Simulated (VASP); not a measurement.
Write the native input for VASP 6.6.1 that does the following.

```
Task                   : single point
Functional             : PBE
Potentials or basis    : VASP PAW PBE potentials, release 64 (Li_sv, B, Pt)
Cutoff                 : 520 eV
k mesh                 : 6 × 6 × 6
Occupations            : gaussian, width 0.1 eV
Spin                   : no spin polarisation
Dipole correction      : no
Further INCAR settings : ALGO = Normal; EDIFF = 1e-06; NBANDS = 15
```

The structure of LiBPt lies in POSCAR:

```
LiBPt
1.0
    3.5655796327      0.0000000000      0.0000000000
    0.0000000000      3.5655796327      0.0000000000
    0.0000000000      0.0000000000      4.0145715374
Li B Pt
1 1 1
Direct
    0.0000000000      0.0000000000      0.0000000000
    0.5000000000      0.5000000000      0.5000000000
    0.5000000000      0.5000000000      0.0000000000
```

The cell was built from a structure type or drawn by symmetry, and may not be a known phase.

These files were run (other wordings do the same):

INCAR

```
SYSTEM = LiBPt
  PREC = Accurate
  ENCUT = 520
  EDIFF = 1E-6
  ISMEAR = 0
  SIGMA = 0.1
  LREAL = .FALSE.
  LASPH = .TRUE.
  NELM = 100
  ALGO = Normal
  ISIF = 2
  LWAVE = .FALSE.
  LCHARG = .FALSE.
  GGA = PE
  NBANDS = 15
```

KPOINTS

```
regular mesh
0
G
  6 6 6
  0 0 0
```

Potentials or basis: VASP PAW PBE potentials, release 64 (Li_sv, B, Pt).

Launch:

```bash
$ cat potpaw_PBE.64/Li_sv/POTCAR potpaw_PBE.64/B/POTCAR potpaw_PBE.64/Pt/POTCAR > POTCAR
$ mpirun -np 1 vasp_std > vasp.out
```

Results of the run:

```json
{"Band gap on the k mesh": "zero (bands 8 and 9 overlap by 1.01 eV)"}
```

Caveat: spin-orbit coupling is left out, which moves the levels of the heavy elements.

Wall time 12 s on 1 thread of Intel(R) Xeon(R) 6975P-C (Granite Rapids), on a shared host, peak memory 0.18 GiB.
